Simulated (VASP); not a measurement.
# BaH2 (P6_3/mmc) in VASP: a series of runs

BaH2 is run at these levels: PBEsol; tasks: single point, relaxation of cell and atoms.

Everything below comes from runs of VASP 6.6.1. Logs are shortened: lines on timing, memory, paths and dates and some standing lists are left out, and cuts for length are marked.

**1. The cell of the first run**

It takes space group P6_3/mmc (No. 194, hexagonal). Conventional cell: a = 4.385 Å, b = 4.385 Å, c = 5.796 Å, α = 90.00°, β = 90.00°, γ = 120.00°. Within 3.3 Å of Ba (site symmetry -6m2) lie 11 H at 2.53 to 2.92 Å. Within 3.8 Å of H (site symmetry -3m) lie 8 H at 2.90 to 2.92 Å and 6 Ba at 2.92 Å. Within 3.3 Å of H (site symmetry -6m2) lie 5 Ba at 2.53 to 2.90 Å and 6 H at 2.92 Å.

**2. Single point, PBEsol**

Input file INCAR:

```
SYSTEM = BaH2
PREC = Accurate
ENCUT = 520
EDIFF = 1E-6
ISMEAR = -1
SIGMA = 0.05
LREAL = .False.
LASPH = .True.
NELM = 80
ALGO = Normal
ISIF = 2
LWAVE = .False.
LCHARG = .True.
GGA = PS
LELF = .True.
LVHAR = .True.
NBANDS = 21
```

Input file KPOINTS:

```
regular mesh
0
Gamma
  7 7 5
  0 0 0
```

Input file POSCAR:

```
BaH2
1.0
    4.3845651634      0.0000000000      0.0000000000
   -2.1922825817      3.7971448160      0.0000000000
    0.0000000000      0.0000000000      5.7957107288
Ba H
2 4
Direct
    0.3333333333      0.6666666667      0.2500000000
    0.6666666667      0.3333333333      0.7500000000
    0.0000000000      0.0000000000      0.0000000000
    0.0000000000      0.0000000000      0.5000000000
    0.6666666667      0.3333333333      0.2500000000
    0.3333333333      0.6666666667      0.7500000000
```

Potentials or basis: VASP PAW PBE potentials, release 64 (Ba_sv, H).

Started as:

```
cat potpaw_PBE.64/Ba_sv/POTCAR potpaw_PBE.64/H/POTCAR > POTCAR
mpirun -np 1 vasp_std > vasp.out
```

OUTCAR:

```text
SYSTEM = BaH2
   PREC = Accurate
   ENCUT = 520
   EDIFF = 1E-6
   ISMEAR = -1
   LREAL = .False.
   LASPH = .True.
   NELM = 80
   ISIF = 2
   GGA = PS

 ion  position               nearest neighbor table
   1  0.333  0.667  0.250-   5 2.53   5 2.53   5 2.53   2 3.85   2 3.85   2 3.85   2 3.85   2 3.85
                             2 3.85
   2  0.667  0.333  0.750-   6 2.53   6 2.53   6 2.53   1 3.85   1 3.85   1 3.85   1 3.85   1 3.85
                             1 3.85
   3  0.000  0.000  0.000-
   4  0.000  0.000  0.500-
   5  0.667  0.333  0.250-   1 2.53   1 2.53   1 2.53
   6  0.333  0.667  0.750-   2 2.53   2 2.53   2 2.53

  LATTYP: Found a hexagonal cell.
 ALAT       =     4.3845651634
 C/A-ratio  =     1.3218439031

  Lattice vectors:

 A1 = (   4.3845651634,   0.0000000000,   0.0000000000)
 A2 = (  -2.1922825817,   3.7971448160,   0.0000000000)
 A3 = (   0.0000000000,   0.0000000000,   5.7957107288)

Analysis of symmetry for initial positions (statically):
=====================================================================
 Subroutine PRICEL returns:
 Original cell was already a primitive cell.

 Routine SETGRP: Setting up the symmetry group for a
 hexagonal supercell.

 Subroutine GETGRP returns: Found 24 space group operations
 (whereof 12 operations were pure point group operations)
 out of a pool of 24 trial point group operations.

The static configuration has the point symmetry D_3d.
 The point group associated with its full space group is D_6h.

Analysis of symmetry for dynamics (positions and initial velocities):
=====================================================================
 Subroutine PRICEL returns:
 Original cell was already a primitive cell.

 Routine SETGRP: Setting up the symmetry group for a
 hexagonal supercell.

 Subroutine GETGRP returns: Found 24 space group operations
 (whereof 12 operations were pure point group operations)
 out of a pool of 24 trial point group operations.

The dynamic configuration has the point symmetry D_3d.
 The point group associated with its full space group is D_6h.

 Subroutine INISYM returns: Found 24 space group operations
 (whereof 12 operations are pure point group operations),
 and found     1 'primitive' translations
[... 98 lines left out ...]
   LSORBIT =      F    spin-orbit coupling
   LASPH  =      T    aspherical Exc in radial PAW
   ENCUT  =  520.0 eV  38.22 Ry    6.18 a.u.   8.15  8.15 10.78*2*pi/ulx,y,z
   NELM   =     80;   NELMIN=  2; NELMDL= -5     # of ELM steps
   EDIFF  = 0.1E-05   stopping-criterion for ELM
   LREAL  =      F    real-space projection
   EDIFFG = 0.1E-04   stopping-criterion for IOM
   NSW    =      0    number of steps for IOM
   IBRION =     -1    ionic relax: 0-MD 1-quasi-New 2-CG
   NFREE  =      0    steps in history (QN), initial steepest desc. (CG)
   ISIF   =      2    stress and relaxation
   ISYM   =      2    0-nonsym 1-usesym 2-fastsym
   POTIM  = 0.5000    time-step for ionic-motion
   TEBEG  =    0.0;   TEEND  =   0.0 temperature during run
   PSTRESS=    0.0 pullay stress
   NELECT =      24.0000    total number of electrons
   NUPDOWN=      -1.0000    fix difference up-down
   EMIN   =  10.00;   EMAX   =-10.00  energy-range for DOS
   EFERMI =   0.00;   METHOD = LEGACY
   ISMEAR =    -1;   SIGMA  =   0.05  broadening in eV -4-tet -1-fermi 0-gaus
   EFERMI_NEDOS =   21; number of points for ismear=-14 and -15
   IALGO  =     38    algorithm
   IMIX   =      4    mixing-type and parameters
     AMIX     =   0.40;   BMIX     =  1.00
     AMIX_MAG =   1.60;   BMIX_MAG =  1.00
  volume/ion in A,a.u.               =      16.08       108.53
  Fermi-wavevector in a.u.,A,eV,Ry     =   1.029552  1.945572 14.421878  1.059978
  Thomas-Fermi vector in A             =   2.163606
   LORBIT       =      0    0 simple, 1 ext, 2 COOP (PROOUT), +10 PAW based schemes
   GGA     = PS    functional components
   LHFCALC =     F    Hartree Fock is set to
   AEXX    =    0.0000 exact exchange contribution
   IVDW    =     0    specifies the selected vdW correction
   LEPSILON=     F    determine dielectric tensor
   LRPA    =     F    only Hartree local field effects (RPA)
 non-spin polarized calculation
  energy-cutoff  :      520.00
  volume of cell :       96.49
 maximum number of plane-waves:      2616
 NGX is ok and might be reduce to    36
   NGX = 17   NGY = 17   NGZ = 21

 number of electron      23.9999997 magnetization

 Free energy of the ion-electron system (eV)
  ---------------------------------------------------
  ext. energy  EPLUGINS =         0.00000000
  ---------------------------------------------------
  free energy    TOTEN  =       -20.46117471 eV

  energy without entropy =      -20.46117470  energy(sigma->0) =      -20.46117470

 E-fermi :   2.2122     XC(G=0):  -9.1538

 val. band max:        1.3580507202   @ k =   0.0000   0.0000   0.2000
 cond. band min:       3.1459394781   @ k =   0.2857   0.2857   0.4000
 fundamental gap:      1.7878887579
 Fermi energy:         2.2121655186

 k-point     1 :       0.0000    0.0000    0.0000
  band No.  band energies     occupation
      1     -25.6160      2.00000
      2     -25.3575      2.00000
      3     -11.6071      2.00000
      4     -10.6306      2.00000
      5     -10.6306      2.00000
      6     -10.2903      2.00000
[... 565 lines left out ...]
     20       8.8736      0.00000
     21       8.8826      0.00000

------------------------ aborting loop because EDIFF is reached ----------------------------------------

  FORCE on cell =-STRESS in cart. coord.  units (eV):
  Direction    XX          YY          ZZ          XY          YZ          ZX
  --------------------------------------------------------------------------------------
  -------------------------------------------------------------------------------------
  Total        0.4675695      0.4675695      0.4346713      0.0000000      0.0000000     -0.0000000
  in kB        7.7636580      7.7636580      7.2174060      0.0000000      0.0000000     -0.0000000
  external PRESSURE =       7.5815740 kB  Pullay stress =       0.0000000 kB

 VOLUME and BASIS-vectors are now :
 -----------------------------------------------------------------------------
  energy-cutoff  :      520.00
  volume of cell :       96.49
      direct lattice vectors                 reciprocal lattice vectors
     4.384565163  0.000000000  0.000000000     0.228072788  0.131677885  0.000000000
    -2.192282582  3.797144816  0.000000000     0.000000000  0.263355771  0.000000000
     0.000000000  0.000000000  5.795710729     0.000000000  0.000000000  0.172541393

 POSITION                                       TOTAL-FORCE (eV/Angst)
 -----------------------------------------------------------------------------------
     -0.00000      2.53143      1.44893        -0.000000      0.000000      0.000000
      2.19228      1.26571      4.34678         0.000000     -0.000000     -0.000000
      0.00000      0.00000      0.00000         0.000000     -0.000000     -0.000000
      0.00000      0.00000      2.89786         0.000000     -0.000000     -0.000000
      2.19228      1.26571      1.44893         0.000000     -0.000000     -0.000000
     -0.00000      2.53143      4.34678        -0.000000     -0.000000     -0.000000
 -----------------------------------------------------------------------------------
    total drift:                               -0.000000      0.000000     -0.000000

  FREE ENERGIE OF THE ION-ELECTRON SYSTEM (eV)
  ---------------------------------------------------
  free  energy   TOTEN  =       -20.4611747051 eV

  energy  without entropy=      -20.4611747034  energy(sigma->0) =      -20.46117470
```

stdout:

```text
POSCAR found type information on POSCAR BaH
 POSCAR found :  2 types and       6 ions
 scaLAPACK will be used
 -----------------------------------------------------------------------------
|                                                                             |
|                                                                             |
|     You enforced a specific xc type in the INCAR file but a different       |
|     I HOPE YOU KNOW WHAT YOU ARE DOING!                                     |
|                                                                             |
 -----------------------------------------------------------------------------

 LDA part: xc-table for (Slater+PW92), standard interpolation
 POSCAR, INCAR and KPOINTS ok, starting setup
 FFT: planning ... GRIDC
 FFT: planning ... GRID_SOFT
 FFT: planning ... GRID
 WAVECAR not read
 entering main loop
```

Wall time 74 s (1 thread of Intel Xeon 8259CL, shared host); peak memory 0.25 GiB.

What came out:

| Property | Result |
| --- | --- |
| Free energy | -20.4612 eV |
| Pressure | 0.8 GPa |
| Band gap on the k mesh | 1.79 eV (least direct gap 2.43 eV) |

Levels at points of the mesh, in eV from the valence-band top:
```csv
k point,band 9,band 10,band 11,band 12,band 13,band 14,band 15,band 16
"(0.00, 0.00, 0.00)",-4.50,-3.19,-0.31,-0.01,2.68,2.68,3.73,3.73
```

Caveat: the PAW data sets were made with another functional, which shifts forces and pressure a little; spin-orbit coupling is left out, which moves the levels of the heavy elements; an odd mesh through Γ misses points on the zone boundary, where band edges can lie.

**3. Relaxation of cell and atoms, PBEsol**

This run uses another cell than the first one, of 17.40 Å³/atom.

Input file INCAR:

```
PREC     = Accurate       # precision mode
ENCUT    = 600            # plane-wave cutoff, eV
EDIFF    = 1E-6           # SCF threshold, eV
ISMEAR   = -1             # smearing method
SIGMA    = 0.05           # smearing width, eV
LREAL    = False          # projectors in reciprocal space
LASPH    = True           # aspherical terms in the spheres
NELM     = 100            # most SCF steps
ALGO     = Normal         # electronic algorithm
ISIF     = 3              # what is computed and relaxed
LWAVE    = False          # write WAVECAR
LCHARG   = False          # write CHGCAR
GGA      = PS             # functional
IBRION   = 2              # ionic algorithm
NSW      = 60             # ionic steps
EDIFFG   = -0.01          # ionic threshold
```

Input file KPOINTS:

```
Automatic mesh
0
Gamma
  7 7 5
```

POSCAR: that of step 2 with these lines changed.

```diff
@@ -2,5 +2,5 @@
 1.0
-    4.3845651634      0.0000000000      0.0000000000
-   -2.1922825817      3.7971448160      0.0000000000
-    0.0000000000      0.0000000000      5.7957107288
+    4.4620250523      0.0000000000      0.0000000000
+   -2.2310125262      3.8642270477      0.0000000000
+    0.0000000000      0.0000000000      6.0552925900
 Ba H
```

Potentials or basis: VASP PAW PBE potentials, release 64 (Ba_sv, H).

Started as:

```
cat potpaw_PBE.64/Ba_sv/POTCAR potpaw_PBE.64/H/POTCAR > POTCAR
mpirun -np 1 vasp_std > vasp.out
```

OUTCAR:

```text
PREC = Accurate
   ENCUT = 600
   EDIFF = 1E-6
   ISMEAR = -1
   LREAL = False
   LASPH = True
   NELM = 100
   ISIF = 3
   GGA = PS
   IBRION = 2
   NSW = 60
   EDIFFG = -0.01

 ion  position               nearest neighbor table
   1  0.333  0.667  0.250-   5 2.58   5 2.58   5 2.58   2 3.98   2 3.98   2 3.98   2 3.98   2 3.98
                             2 3.98
   2  0.667  0.333  0.750-   6 2.58   6 2.58   6 2.58   1 3.98   1 3.98   1 3.98   1 3.98   1 3.98
                             1 3.98
   3  0.000  0.000  0.000-
   4  0.000  0.000  0.500-
   5  0.667  0.333  0.250-   1 2.58   1 2.58   1 2.58
   6  0.333  0.667  0.750-   2 2.58   2 2.58   2 2.58

  LATTYP: Found a hexagonal cell.
 ALAT       =     4.4620250523
 C/A-ratio  =     1.3570727459

  Lattice vectors:

 A1 = (   4.4620250523,   0.0000000000,   0.0000000000)
[... 194 lines left out ...]
  -------------------------------------------------------------------------------------
  Total       -1.1086622     -1.1086622     -1.1326942      0.0000000      0.0000000     -0.0000000
  in kB      -17.0129672    -17.0129672    -17.3817494      0.0000000      0.0000000     -0.0000000
  external PRESSURE =     -17.1358946 kB  Pullay stress =       0.0000000 kB
[... 187 lines left out ...]
--------------------------------------- Ionic step        6  -------------------------------------------

 number of electron      23.9999998 magnetization

 Free energy of the ion-electron system (eV)
  ---------------------------------------------------
  ext. energy  EPLUGINS =         0.00000000
  ---------------------------------------------------
  free energy    TOTEN  =       -20.46791267 eV

  energy without entropy =      -20.46791267  energy(sigma->0) =      -20.46791267

 E-fermi :   2.1099     XC(G=0):  -9.0649

 val. band max:        1.2733452725   @ k =   0.0000   0.0000   0.2000
 cond. band min:       3.0265040459   @ k =   0.2857   0.2857   0.4000
 fundamental gap:      1.7531587734
 Fermi energy:         2.1098779232

 k-point     1 :       0.0000    0.0000    0.0000
  band No.  band energies     occupation
      1     -25.7383      2.00000
      2     -25.5054      2.00000
      3     -11.6879      2.00000
      4     -10.7536      2.00000
      5     -10.7536      2.00000
      6     -10.4406      2.00000
[... 478 lines left out ...]
  FREE ENERGIE OF THE ION-ELECTRON SYSTEM (eV)
  ---------------------------------------------------
  free  energy   TOTEN  =       -20.4679126682 eV

  energy  without entropy=      -20.4679126658  energy(sigma->0) =      -20.46791267

 reached required accuracy - stopping structural energy minimisation
```

Run time: 4.1 min. Hardware: 1 thread of Intel Xeon 8259CL, shared host; peak memory 0.28 GiB.

Results:

| Quantity | Value |
| --- | --- |
| Free energy | -20.4679 eV |
| Relaxed volume | 16.44 Å³/atom |
| Relaxed cell | a = 4.407 Å, b = 4.407 Å, c = 5.866 Å, α = 90.00°, β = 90.00°, γ = 120.00° |
| Space group after relaxing (to 0.1 Å) | P6_3/mmc (No. 194) |
| Energy gained by relaxing | 5.4 meV/atom |
| Ionic steps | 6 |
| Pressure after relaxing | 0.0 GPa |
| Band gap on the k mesh | 1.75 eV (least direct gap 2.45 eV) |

Step by step:
```csv
step,energy change (eV),largest force (eV/Å),pressure (GPa),volume (Å³)
1,0.0000,0.0000,-1.71,104.41
2,-0.0224,0.0000,-0.82,101.62
3,-0.0284,0.0000,-0.09,99.56
4,-0.0285,0.0000,0.01,99.29
5,-0.0304,0.0000,0.00,99.10
6,-0.0325,0.0000,0.02,98.65
```

Final structure:
```cif
data_structure
_symmetry_space_group_name_H-M 'P 1'
_symmetry_Int_Tables_number 1
_cell_length_a 4.4068
_cell_length_b 4.4068
_cell_length_c 5.8657
_cell_angle_alpha 90.000
_cell_angle_beta 90.000
_cell_angle_gamma 120.000
_cell_volume 98.65
loop_
_atom_site_label
_atom_site_type_symbol
_atom_site_fract_x
_atom_site_fract_y
_atom_site_fract_z
_atom_site_occupancy
Ba1 Ba 0.33333 0.66667 0.25000 1
Ba2 Ba 0.66667 0.33333 0.75000 1
H1 H 0.00000 0.00000 0.00000 1
H2 H 0.00000 0.00000 0.50000 1
H3 H 0.66667 0.33333 0.25000 1
H4 H 0.33333 0.66667 0.75000 1
```

Levels at points of the mesh, in eV from the valence-band top:
```
           k point  band 8  band 9  band 10  band 11  band 12  band 13  band 14  band 15  band 16
(0.00, 0.00, 0.00)  -11.63   -4.47    -3.13    -0.37     0.00     2.68     2.68     3.72     3.72
```

Caveat: the PAW data sets were made with another functional, which shifts forces and pressure a little; spin-orbit coupling is left out, which moves the levels of the heavy elements; an odd mesh through Γ misses points on the zone boundary, where band edges can lie.

**4. Single point, PBEsol**

This run uses another cell than the first one, of 17.40 Å³/atom.

Input file INCAR:

```
SYSTEM = BaH2
PREC = Accurate
ENCUT = 520
EDIFF = 1E-7
ISMEAR = -1
SIGMA = 0.05
LREAL = .False.
LASPH = .True.
NELM = 100
ALGO = Normal
ISIF = 2
LWAVE = .False.
LCHARG = .False.
GGA = PS
NBANDS = 21
```

Input file KPOINTS:

```
regular mesh
0
Gamma
  7 7 5
  0 0 0
```

POSCAR is that of step 3.

Started as:

```
cat potpaw_PBE.64/Ba_sv/POTCAR potpaw_PBE.64/H/POTCAR > POTCAR
mpirun -np 1 vasp_std > vasp.out
```

Run time: 85 s. Hardware: 1 thread of Intel Xeon 8259CL, shared host; peak memory 0.25 GiB.

It converged, with:

```
Free energy            : -20.4348 eV
Pressure               : -1.8 GPa
Band gap on the k mesh : 1.66 eV (least direct gap 2.50 eV)
```

Levels at points of the mesh, in eV from the valence-band top:
```csv
k point,band 8,band 9,band 10,band 11,band 12,band 13,band 14,band 15,band 16,band 17
"(0.00, 0.00, 0.00)",-11.86,-4.40,-3.01,-0.54,0.00,2.68,2.68,3.69,3.69,3.71
```

Caveat: the PAW data sets were made with another functional, which shifts forces and pressure a little; spin-orbit coupling is left out, which moves the levels of the heavy elements; an odd mesh through Γ misses points on the zone boundary, where band edges can lie.

**5. The runs side by side**

| task | cell | cutoff (eV) | gap on the mesh (eV) | pressure (GPa) |
| --- | --- | --- | --- | --- |
| single point | a = 4.385, b = 4.385, c = 5.796 Å, angles 90.0, 90.0, 120.0°, 6 atoms | 520 | 1.79 | 0.8 |
| relaxation of cell and atoms | relaxed from a = 4.462, b = 4.462, c = 6.055 Å, angles 90.0, 90.0, 120.0°, 6 atoms | 600 | 1.75 | 0.0 |
| single point | a = 4.462, b = 4.462, c = 6.055 Å, angles 90.0, 90.0, 120.0°, 6 atoms | 520 | 1.66 | -1.8 |

Alike in all rows: level PBEsol; potentials or basis VASP PAW PBE potentials, release 64 (Ba_sv, H); no spin polarisation; k mesh 7 × 7 × 5; smearing fermi-dirac 0.05 eV.

Caveats: the PAW data sets were made with another functional, which shifts forces and pressure a little; spin-orbit coupling is left out, which moves the levels of the heavy elements; an odd mesh through Γ misses points on the zone boundary, where band edges can lie.

Absolute energies hang on the potentials; compare differences alone.
